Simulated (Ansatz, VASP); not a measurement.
Two plane-wave programs on Sb2W

The input INCAR:

```
SYSTEM = Sb2W
ALGO = Normal ; EDIFF = 1E-7
ENCUT = 520 ; GGA = PE
ISIF = 2 ; ISMEAR = 0
LASPH = .TRUE. ; LCHARG = .TRUE.
LELF = .TRUE. ; LREAL = .FALSE.
LVHAR = .TRUE. ; LWAVE = .FALSE.
NBANDS = 19 ; NELM = 100
PREC = Accurate ; SIGMA = 0.05
```

File KPOINTS:

```
k-points
0
G
  12 12 6
  0 0 0
```

Contents of POSCAR:

```
Sb2W
1.0
    3.4649380352      0.0000000000      0.0000000000
   -1.7324690176      3.0007243611      0.0000000000
    0.0000000000      0.0000000000      6.7174239015
W Sb
1 2
Direct
    0.0144302725      0.0000000000      0.0000000000
    0.3333333333      0.6666666667      0.2847523219
    0.6666666667      0.3333333333      0.7152476781
```

Input for Ansatz:

```yaml
crystal:
  lattice:
    - [3.4649380352, 0.0, 0.0]
    - [-1.7324690176, 3.0007243611, 0.0]
    - [0.0, 0.0, 6.7174239015]
  atoms:
    - { symbol: W, position: [0.0144302725, 0.0, 0.0] }
    - { symbol: Sb, position: [0.3333333333, 0.6666666667, 0.2847523219] }
    - { symbol: Sb, position: [0.6666666667, 0.3333333333, 0.7152476781] }
basis:
  ecutwfc: 420
  ecutrho_ratio: 4
kpoints:
  mp_grid: { grid: [12, 12, 6] }
hamiltonian:
  xc: pbe
scf:
  occupations: { method: gaussian, width: 0.05 }
output:
  forces: true
  stress: true
  eigenvalues: true
  write_density: true
  write_potential: true
  elf: true
  volumetric_format: npy
```

Alike in both runs: task single point; functional PBE; k mesh 12 × 12 × 6; occupations gaussian, width 0.05 eV; no spin polarisation.

|  | VASP | Ansatz |
| --- | --- | --- |
| version | VASP 6.6.1 | Ansatz 0.2.0 |
| potentials or method | VASP PAW PBE potentials, release 64 (W_sv, Sb), cutoff 520 eV | scalar-relativistic, plane waves, PAW |
| valence electrons in the cell | 24 | 44 |

Ansatz gave:

- gap on the k mesh at the Fermi level (eV): none
- pressure (GPa): 0.1
- traceless stress, the component that is largest in VASP (GPa): -0.09
- rms of the force components (eV/Å): 0.124

Task: Which values does VASP return?

Result: gap on the k mesh at the Fermi level (eV): none; pressure (GPa): 0.0; traceless stress, the component that is largest in VASP (GPa): -0.09; rms of the force components (eV/Å): 0.124.

Atom by atom the forces differ by 0.005 eV/Å (rms over components). A gap of «none» marks a metal or a gap that the smearing closes. The functional is the same, so the differences come from potentials, cutoffs and numerics. VASP's potentials hold 24 valence electrons a cell and Ansatz's 44, so a difference there can come from the potentials and not from the codes.

Spin-orbit coupling is off throughout.
